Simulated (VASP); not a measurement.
# SnSe (P6_3mc) in VASP: a series of runs

The runs below take SnSe through single point, with PBE, r2SCAN.

Everything below comes from runs of VASP 6.6.1. Logs are shortened: lines on timing, memory, paths and dates and some standing lists are left out, and cuts for length are marked.

### Step 1. The cell of the first run

The structure is hexagonal, space group P6_3mc (No. 186). Conventional cell: a = 5.075 Å, b = 5.075 Å, c = 6.174 Å, α = 90.00°, β = 90.00°, γ = 120.00°. Within 3.7 Å of Sn (site symmetry 3m) lie 5 Se at 2.80 to 3.38 Å. Within 3.7 Å of Se (site symmetry 3m) lie 5 Sn at 2.80 to 3.38 Å.

### Step 2. Single point, PBE

INCAR

```
SYSTEM = SnSe
PREC = Accurate
ENCUT = 520
EDIFF = 1E-6
ISMEAR = 0
SIGMA = 0.01
LREAL = .FALSE.
LASPH = .TRUE.
NELM = 60
ALGO = Normal
ISIF = 2
LWAVE = .FALSE.
LCHARG = .FALSE.
GGA = PE
NBANDS = 28
```

KPOINTS

```
Automatic mesh
0
G
  6 6 4
  0 0 0
```

POSCAR

```
SnSe
1.0
    5.0747781426      0.0000000000      0.0000000000
   -2.5373890713      4.3948867901      0.0000000000
    0.0000000000      0.0000000000      6.1736757435
Sn Se
2 2
Direct
    0.3333333333      0.6666666667     -0.0391356268
    0.6666666667      0.3333333333      0.4608643732
    0.3333333333      0.6666666667      0.4141356268
    0.6666666667      0.3333333333      0.9141356268
```

Potentials or basis: VASP PAW PBE potentials, release 64 (Sn_d, Se).

Command:

```console
$ cat potpaw_PBE.64/Sn_d/POTCAR potpaw_PBE.64/Se/POTCAR > POTCAR
$ mpirun -np 1 vasp_std > vasp.out
```

OUTCAR:

```text
SYSTEM = SnSe
   PREC = Accurate
   ENCUT = 520
   EDIFF = 1E-6
   ISMEAR = 0
   LREAL = .FALSE.
   LASPH = .TRUE.
   NELM = 60
   ISIF = 2
   GGA = PE

 ion  position               nearest neighbor table
   1  0.333  0.667  0.961-   3 2.80   4 2.94   4 2.94   4 2.94
   2  0.667  0.333  0.461-   4 2.80   3 2.94   3 2.94   3 2.94
   3  0.333  0.667  0.414-   1 2.80   2 2.94   2 2.94   2 2.94
   4  0.667  0.333  0.914-   2 2.80   1 2.94   1 2.94   1 2.94

  LATTYP: Found a hexagonal cell.
 ALAT       =     5.0747781426
 C/A-ratio  =     1.2165410132

  Lattice vectors:

 A1 = (   5.0747781426,   0.0000000000,   0.0000000000)
 A2 = (  -2.5373890713,   4.3948867901,   0.0000000000)
 A3 = (   0.0000000000,   0.0000000000,   6.1736757435)

Analysis of symmetry for initial positions (statically):
=====================================================================
 Subroutine PRICEL returns:
 Original cell was already a primitive cell.

 Routine SETGRP: Setting up the symmetry group for a
 hexagonal supercell.

 Subroutine GETGRP returns: Found 12 space group operations
 (whereof  6 operations were pure point group operations)
 out of a pool of 24 trial point group operations.

The static configuration has the point symmetry C_3v.
 The point group associated with its full space group is C_6v.

Analysis of symmetry for dynamics (positions and initial velocities):
=====================================================================
 Subroutine PRICEL returns:
 Original cell was already a primitive cell.

 Routine SETGRP: Setting up the symmetry group for a
 hexagonal supercell.

 Subroutine GETGRP returns: Found 12 space group operations
 (whereof  6 operations were pure point group operations)
 out of a pool of 24 trial point group operations.

The dynamic configuration has the point symmetry C_3v.
 The point group associated with its full space group is C_6v.

 Subroutine INISYM returns: Found 12 space group operations
 (whereof  6 operations are pure point group operations),
 and found     1 'primitive' translations

----------------------------------------------------------------------------------------

                                     Primitive cell

  volume of cell :     137.6920

  direct lattice vectors                    reciprocal lattice vectors
     5.074778143  0.000000000  0.000000000     0.197052949  0.113768573  0.000000000
    -2.537389071  4.394886790  0.000000000     0.000000000  0.227537147  0.000000000
     0.000000000  0.000000000  6.173675743     0.000000000  0.000000000  0.161978057
[... 85 lines left out ...]
   LREAL  =      F    real-space projection
   EDIFFG = 0.1E-04   stopping-criterion for IOM
   NSW    =      0    number of steps for IOM
   IBRION =     -1    ionic relax: 0-MD 1-quasi-New 2-CG
   NFREE  =      0    steps in history (QN), initial steepest desc. (CG)
   ISIF   =      2    stress and relaxation
   ISYM   =      2    0-nonsym 1-usesym 2-fastsym
   POTIM  = 0.5000    time-step for ionic-motion
   TEBEG  =    0.0;   TEEND  =   0.0 temperature during run
   PSTRESS=    0.0 pullay stress
   NELECT =      40.0000    total number of electrons
   NUPDOWN=      -1.0000    fix difference up-down
   EMIN   =  10.00;   EMAX   =-10.00  energy-range for DOS
   EFERMI =   0.00;   METHOD = LEGACY
   ISMEAR =     0;   SIGMA  =   0.01  broadening in eV -4-tet -1-fermi 0-gaus
   EFERMI_NEDOS =   21; number of points for ismear=-14 and -15
   IALGO  =     38    algorithm
   IMIX   =      4    mixing-type and parameters
     AMIX     =   0.40;   BMIX     =  1.00
     AMIX_MAG =   1.60;   BMIX_MAG =  1.00
  volume/ion in A,a.u.               =      34.42       232.30
  Fermi-wavevector in a.u.,A,eV,Ry     =   1.084240  2.048916 15.994679  1.175576
  Thomas-Fermi vector in A             =   2.220325
   LORBIT       =      0    0 simple, 1 ext, 2 COOP (PROOUT), +10 PAW based schemes
   GGA     = PE    functional components
   LHFCALC =     F    Hartree Fock is set to
   AEXX    =    0.0000 exact exchange contribution
   IVDW    =     0    specifies the selected vdW correction
   LEPSILON=     F    determine dielectric tensor
   LRPA    =     F    only Hartree local field effects (RPA)
 non-spin polarized calculation
 Gauss-broadening in eV      SIGMA  =   0.01
  energy-cutoff  :      520.00
  volume of cell :      137.69
 maximum number of plane-waves:      3740
 NGX is ok and might be reduce to    40
   NGX = 19   NGY = 19   NGZ = 23

 number of electron      40.0000006 magnetization

 Free energy of the ion-electron system (eV)
  ---------------------------------------------------
  ext. energy  EPLUGINS =         0.00000000
  ---------------------------------------------------
  free energy    TOTEN  =       -16.02211190 eV

  energy without entropy =      -16.02211190  energy(sigma->0) =      -16.02211190

 E-fermi :   3.7934     XC(G=0):  -8.2690

 val. band max:        3.7014751284   @ k =   0.3333   0.3333   0.5000
 cond. band min:       4.5813697852   @ k =   0.3333   0.3333   0.5000
 fundamental gap:      0.8798946569
 Fermi energy:         3.7934124857

 k-point     1 :       0.0000    0.0000    0.0000
  band No.  band energies     occupation
      1     -18.0086      2.00000
      2     -18.0064      2.00000
      3     -18.0064      2.00000
      4     -18.0062      2.00000
      5     -18.0062      2.00000
      6     -17.9897      2.00000
[... 640 lines left out ...]
     27       9.3727      0.00000
     28       9.3727      0.00000

------------------------ aborting loop because EDIFF is reached ----------------------------------------

  FORCE on cell =-STRESS in cart. coord.  units (eV):
  Direction    XX          YY          ZZ          XY          YZ          ZX
  --------------------------------------------------------------------------------------
  -------------------------------------------------------------------------------------
  Total        0.6027091      0.6027091      1.0339893      0.0000000      0.0000000      0.0000000
  in kB        7.0130959      7.0130959     12.0314522      0.0000000      0.0000000      0.0000000
  external PRESSURE =       8.6858813 kB  Pullay stress =       0.0000000 kB

 VOLUME and BASIS-vectors are now :
 -----------------------------------------------------------------------------
  energy-cutoff  :      520.00
  volume of cell :      137.69
      direct lattice vectors                 reciprocal lattice vectors
     5.074778143  0.000000000  0.000000000     0.197052949  0.113768573  0.000000000
    -2.537389071  4.394886790  0.000000000     0.000000000  0.227537147  0.000000000
     0.000000000  0.000000000  6.173675743     0.000000000  0.000000000  0.161978057

 POSITION                                       TOTAL-FORCE (eV/Angst)
 -----------------------------------------------------------------------------------
     -0.00000      2.92992      5.93207         0.000000     -0.000000     -0.111696
      2.53739      1.46496      2.84523        -0.000000      0.000000     -0.111696
     -0.00000      2.92992      2.55674         0.000000     -0.000000      0.111696
      2.53739      1.46496      5.64358        -0.000000     -0.000000      0.111696
 -----------------------------------------------------------------------------------
    total drift:                               -0.000000      0.000000      0.000427

  FREE ENERGIE OF THE ION-ELECTRON SYSTEM (eV)
  ---------------------------------------------------
  free  energy   TOTEN  =       -16.0221119043 eV

  energy  without entropy=      -16.0221119043  energy(sigma->0) =      -16.02211190
```

OSZICAR:

```text
N       E                     dE             d eps       ncg     rms          rms(c)
DAV:   1     0.355421006072E+03    0.35542E+03   -0.19057E+04  1184   0.167E+03
DAV:   2     0.350824646445E+02   -0.32034E+03   -0.31146E+03  1184   0.437E+02
DAV:   3    -0.140318536091E+02   -0.49114E+02   -0.48140E+02  1424   0.155E+02
DAV:   4    -0.164721889354E+02   -0.24403E+01   -0.24260E+01  1368   0.361E+01
DAV:   5    -0.165311624109E+02   -0.58973E-01   -0.58958E-01  1464   0.619E+00    0.462E+00
DAV:   6    -0.160220718993E+02    0.50909E+00   -0.12079E+00  1548   0.497E+00    0.279E+00
DAV:   7    -0.160173910508E+02    0.46808E-02   -0.25758E-01  1432   0.184E+00    0.139E+00
DAV:   8    -0.160208115308E+02   -0.34205E-02   -0.26643E-02  1308   0.115E+00    0.190E-01
DAV:   9    -0.160210590083E+02   -0.24748E-03   -0.47026E-03  1304   0.437E-01    0.854E-02
DAV:  10    -0.160218720344E+02   -0.81303E-03   -0.11656E-03  1412   0.156E-01    0.401E-02
DAV:  11    -0.160220856426E+02   -0.21361E-03   -0.29781E-04  1284   0.849E-02    0.124E-02
DAV:  12    -0.160221037822E+02   -0.18140E-04   -0.26734E-05  1332   0.323E-02    0.594E-03
DAV:  13    -0.160221115272E+02   -0.77451E-05   -0.11510E-05  1092   0.150E-02    0.370E-03
DAV:  14    -0.160221119043E+02   -0.37707E-06   -0.84061E-07  1000   0.922E-03
   1 F= -.16022112E+02 E0= -.16022112E+02  d E =-.306534E-40
```

Wall time 62 s (1 thread of Intel Xeon Platinum 8259CL at 2.50GHz (Skylake/Cascade Lake), shared host); peak memory 0.28 GiB.

Results:

| Item | Value |
| --- | --- |
| Free energy | -16.0221 eV |
| Pressure | 0.9 GPa |
| Largest force | 0.112 eV/Å |
| Band gap on the k mesh | 0.88 eV |

Forces in eV/Å, atoms in the order of the input:
```
Sn   0.000  0.000 -0.112
Sn   0.000  0.000 -0.112
Se   0.000  0.000  0.112
Se   0.000  0.000  0.112
```

Levels at points of the mesh, in eV from the valence-band top:
| k point | band 16 | band 17 | band 18 | band 19 | band 20 | band 21 | band 22 | band 23 | band 24 | band 25 |
| --- | --- | --- | --- | --- | --- | --- | --- | --- | --- | --- |
| (0.00, 0.00, 0.00) | -3.58 | -3.58 | -2.32 | -2.32 | -2.30 | 1.07 | 1.07 | 2.64 | 2.64 | 4.15 |
| (0.50, 0.00, 0.00) | -4.18 | -3.43 | -2.66 | -2.11 | -0.77 | 2.13 | 2.90 | 2.97 | 3.80 | 4.61 |
| (0.00, 0.00, 0.50) | -2.99 | -2.99 | -2.99 | -1.64 | -1.64 | 1.54 | 1.54 | 1.54 | 1.54 | 2.03 |
| (0.50, 0.00, 0.50) | -3.52 | -2.50 | -2.50 | -0.84 | -0.84 | 1.04 | 1.04 | 2.74 | 2.74 | 3.63 |

Caveat: spin-orbit coupling is left out, which moves the levels of the heavy elements.

### Step 3. Single point, r2SCAN

POSCAR is that of step 2.

INCAR.step1

```
SYSTEM = SnSe
  ALGO = Normal
  EDIFF = 1E-4
  ENCUT = 520
  GGA = PE
  ISMEAR = 0
  LASPH = .True.
  LCHARG = .False.
  LREAL = .False.
  LWAVE = .True.
  NBANDS = 28
  NELM = 60
  PREC = Accurate
  SIGMA = 0.01
```

INCAR.step2

```
SYSTEM = SnSe
  ALGO = Normal
  EDIFF = 1E-7
  ENCUT = 520
  ISIF = 2
  ISMEAR = 0
  ISTART = 1
  LASPH = .True.
  LCHARG = .False.
  LMIXTAU = .True.
  LREAL = .False.
  LWAVE = .False.
  METAGGA = R2SCAN
  NBANDS = 28
  NELM = 60
  PREC = Accurate
  SIGMA = 0.01
```

KPOINTS

```
k-points
0
Gamma
  6 6 2
  0 0 0
```

Potentials or basis: VASP PAW PBE potentials, release 64 (Sn_d, Se).

Command:

```console
$ cat potpaw_PBE.64/Sn_d/POTCAR potpaw_PBE.64/Se/POTCAR > POTCAR
$ cp INCAR.step1 INCAR
$ mpirun -np 1 vasp_std > vasp.out
$ cp INCAR.step2 INCAR
$ mpirun -np 1 vasp_std > vasp.out
```

Wall time 3.3 min (1 thread of Intel Xeon Platinum 8259CL at 2.50GHz (Skylake/Cascade Lake), shared host); peak memory 0.3 GiB.

It converged, with:

| Property | Result |
| --- | --- |
| Free energy | -78.8907 eV |
| Pressure | 0.7 GPa |
| Largest force | 0.197 eV/Å |
| Band gap on the k mesh | 0.99 eV (least direct gap 1.03 eV) |

Forces in eV/Å, atoms in the order of the input:
```
Sn   0.000  0.000  0.197
Sn   0.000  0.000  0.197
Se   0.000  0.000 -0.197
Se   0.000  0.000 -0.197
```

Stress tensor (GPa, compression positive):
```
-0.47  0.00  0.00
 0.00 -0.47  0.00
 0.00  0.00  2.94
```

Levels at points of the mesh, in eV from the valence-band top:
| k point | band 16 | band 17 | band 18 | band 19 | band 20 | band 21 | band 22 | band 23 | band 24 | band 25 |
| --- | --- | --- | --- | --- | --- | --- | --- | --- | --- | --- |
| (0.00, 0.00, 0.00) | -3.84 | -3.84 | -2.57 | -2.57 | -2.54 | 1.12 | 1.12 | 2.75 | 2.75 | 4.34 |
| (0.50, 0.00, 0.00) | -4.47 | -3.68 | -2.92 | -2.22 | -0.83 | 2.25 | 3.03 | 3.12 | 3.95 | 4.86 |
| (0.00, 0.00, 0.50) | -3.25 | -3.25 | -3.25 | -1.79 | -1.79 | 1.61 | 1.61 | 1.61 | 1.61 | 2.20 |
| (0.50, 0.00, 0.50) | -3.80 | -2.74 | -2.74 | -0.92 | -0.92 | 1.20 | 1.20 | 2.86 | 2.86 | 3.82 |

Caveat: the k points lie up to 0.51 Å⁻¹ apart; the PAW data sets were made with another functional, which shifts forces and pressure a little; spin-orbit coupling is left out, which moves the levels of the heavy elements. A k mesh can miss the band edges.

### Step 4. Single point, r2SCAN

POSCAR is that of step 3.

INCAR.step1

```
SYSTEM = SnSe
PREC = Accurate
ENCUT = 520
ISMEAR = 0
SIGMA = 0.01
LREAL = .FALSE.
LASPH = .TRUE.
NELM = 80
NBANDS = 28
GGA = PE
ALGO = Normal
EDIFF = 1E-4
LWAVE = .TRUE.
LCHARG = .FALSE.
```

INCAR.step2

```
SYSTEM = SnSe
PREC = Accurate
ENCUT = 520
EDIFF = 1E-7
ISMEAR = 0
SIGMA = 0.01
LREAL = .FALSE.
LASPH = .TRUE.
NELM = 80
ALGO = Normal
ISIF = 2
LWAVE = .FALSE.
LCHARG = .FALSE.
METAGGA = R2SCAN
LMIXTAU = .TRUE.
NBANDS = 28
ISTART = 1
```

KPOINTS

```
regular mesh
0
G
  6 6 4
  0 0 0
```

Potentials or basis: VASP PAW PBE potentials, release 64 (Sn_d, Se).

Command:

```console
$ cat potpaw_PBE.64/Sn_d/POTCAR potpaw_PBE.64/Se/POTCAR > POTCAR
$ cp INCAR.step1 INCAR
$ mpirun -np 1 vasp_std > vasp.out
$ cp INCAR.step2 INCAR
$ mpirun -np 1 vasp_std > vasp.out
```

OUTCAR:

```text
SYSTEM = SnSe
   PREC = Accurate
   ENCUT = 520
   EDIFF = 1E-7
   ISMEAR = 0
   LREAL = .FALSE.
   LASPH = .TRUE.
   NELM = 80
   ISIF = 2
   METAGGA = R2SCAN
   ISTART = 1

 ion  position               nearest neighbor table
   1  0.333  0.667  0.961-   3 2.80   4 2.94   4 2.94   4 2.94
   2  0.667  0.333  0.461-   4 2.80   3 2.94   3 2.94   3 2.94
   3  0.333  0.667  0.414-   1 2.80   2 2.94   2 2.94   2 2.94
   4  0.667  0.333  0.914-   2 2.80   1 2.94   1 2.94   1 2.94

  LATTYP: Found a hexagonal cell.
 ALAT       =     5.0747781426
 C/A-ratio  =     1.2165410132

  Lattice vectors:

 A1 = (   5.0747781426,   0.0000000000,   0.0000000000)
 A2 = (  -2.5373890713,   4.3948867901,   0.0000000000)
 A3 = (   0.0000000000,   0.0000000000,   6.1736757435)

Analysis of symmetry for initial positions (statically):
=====================================================================
 Subroutine PRICEL returns:
 Original cell was already a primitive cell.

 Routine SETGRP: Setting up the symmetry group for a
 hexagonal supercell.

 Subroutine GETGRP returns: Found 12 space group operations
 (whereof  6 operations were pure point group operations)
 out of a pool of 24 trial point group operations.

[... 166 lines left out ...]

 val. band max:        3.6301259921   @ k =   0.3333   0.3333   0.5000
 cond. band min:       4.6330594708   @ k =   0.1667   0.0000   0.0000
 fundamental gap:      1.0029334787
 Fermi energy:         3.7425305551

 k-point     1 :       0.0000    0.0000    0.0000
  band No.  band energies     occupation
      1     -18.8485      2.00000
      2     -18.8423      2.00000
      3     -18.8422      2.00000
      4     -18.8422      2.00000
      5     -18.8422      2.00000
      6     -18.8232      2.00000
[... 640 lines left out ...]
     27       9.4981      0.00000
     28       9.4981      0.00000

------------------------ aborting loop because EDIFF is reached ----------------------------------------

  FORCE on cell =-STRESS in cart. coord.  units (eV):
  Direction    XX          YY          ZZ          XY          YZ          ZX
  --------------------------------------------------------------------------------------
  -------------------------------------------------------------------------------------
  Total       -0.0045595     -0.0045595      0.0150186      0.0000000      0.0000000      0.0000000
  in kB       -0.0530544     -0.0530544      0.1747558      0.0000000      0.0000000      0.0000000
  external PRESSURE =       0.0228823 kB  Pullay stress =       0.0000000 kB

 VOLUME and BASIS-vectors are now :
 -----------------------------------------------------------------------------
  energy-cutoff  :      520.00
  volume of cell :      137.69
      direct lattice vectors                 reciprocal lattice vectors
     5.074778143  0.000000000  0.000000000     0.197052949  0.113768573  0.000000000
    -2.537389071  4.394886790  0.000000000     0.000000000  0.227537147  0.000000000
     0.000000000  0.000000000  6.173675743     0.000000000  0.000000000  0.161978057

 POSITION                                       TOTAL-FORCE (eV/Angst)
 -----------------------------------------------------------------------------------
     -0.00000      2.92992      5.93207        -0.000000      0.000000     -0.007823
      2.53739      1.46496      2.84523         0.000000     -0.000000     -0.007823
     -0.00000      2.92992      2.55674         0.000000      0.000000      0.007823
      2.53739      1.46496      5.64358         0.000000      0.000000      0.007823
 -----------------------------------------------------------------------------------
    total drift:                               -0.000000      0.000000      0.000796

  FREE ENERGIE OF THE ION-ELECTRON SYSTEM (eV)
  ---------------------------------------------------
  free  energy   TOTEN  =       -79.2141236457 eV

  energy  without entropy=      -79.2141236457  energy(sigma->0) =      -79.21412365
```

OUTCAR.step1:

```text
SYSTEM = SnSe
   PREC = Accurate
   ENCUT = 520
   ISMEAR = 0
   LREAL = .FALSE.
   LASPH = .TRUE.
   NELM = 80
[... 876 lines left out ...]
      2.53739      1.46496      2.84523        -0.000000      0.000000     -0.110927
     -0.00000      2.92992      2.55674        -0.000000     -0.000000      0.110927
      2.53739      1.46496      5.64358        -0.000000      0.000000      0.110927
 -----------------------------------------------------------------------------------
    total drift:                               -0.000000      0.000000      0.001813

  FREE ENERGIE OF THE ION-ELECTRON SYSTEM (eV)
  ---------------------------------------------------
  free  energy   TOTEN  =       -16.0221028211 eV

  energy  without entropy=      -16.0221028211  energy(sigma->0) =      -16.02210282
```

Run time: 4.7 min. Hardware: 1 thread of Intel Xeon Platinum 8259CL at 2.50GHz (Skylake/Cascade Lake), shared host; peak memory 0.32 GiB.

Results:

```yaml
Free_energy: -79.2141 eV
Pressure: 0.0 GPa
Largest_force: 0.008 eV/Å
Band_gap_on_the_k_mesh: 1.00 eV (least direct gap 1.03 eV)
```

Forces in eV/Å, atoms in the order of the input:
```
Sn   0.000  0.000 -0.008
Sn   0.000  0.000 -0.008
Se   0.000  0.000  0.008
Se   0.000  0.000  0.008
```

Caveat: the PAW data sets were made with another functional, which shifts forces and pressure a little; spin-orbit coupling is left out, which moves the levels of the heavy elements.

### Step 5. The runs side by side

```tsv
level	k mesh	gap on the mesh (eV)	pressure (GPa)	largest force (eV/Å)
PBE	6 × 6 × 4	0.88	0.9	0.11
r2SCAN	6 × 6 × 2	0.99	0.7	0.20
r2SCAN	6 × 6 × 4	1.00	0.0	0.01
```

Alike in all rows: task single point; potentials or basis VASP PAW PBE potentials, release 64 (Sn_d, Se); no spin polarisation; cell as given; cutoff (eV) 520; smearing gaussian 0.01 eV.

Caveats: some runs use coarse meshes; spin-orbit coupling is left out, which moves the levels of the heavy elements; the PAW data sets were made with another functional, which shifts forces and pressure a little (at least some runs).

Total energies depend on the potentials used, so only differences within one code and one set of settings carry meaning.
